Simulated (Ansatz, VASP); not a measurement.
GaN in VASP and in Ansatz

```
Ga N
1.0
     0.00000    2.24918    2.24918
     2.24918    0.00000    2.24918
     2.24918    2.24918    0.00000
Ga N
1 1
Direct
  0.00000 0.00000 0.00000
  0.25000 0.25000 0.25000
```

Alike in both runs: task single point; functional PBEsol; k mesh 6 × 6 × 6; occupations gaussian, width 0.02 eV; no spin polarisation.

```csv
,VASP,Ansatz
version,VASP 6.6.1,Ansatz 0.2.0
potentials or method,"VASP PAW PBE potentials, release 64 (Ga_d, N), cutoff 600 eV","scalar-relativistic, plane waves, PAW"
valence electrons in the cell,18,18
```

```tsv
	VASP	Ansatz	Ansatz less VASP
gap on the k mesh at the Fermi level (eV)	1.72	1.70	-0.016
least direct gap on the mesh (eV)	1.72	1.70	-0.016
pressure (GPa)	-0.5	-0.1	+0.40
```

VASP's potentials were made for PBE, not for PBEsol, and Ansatz warns of the same on its side. The functional is the same, so the differences come from potentials, cutoffs and numerics.
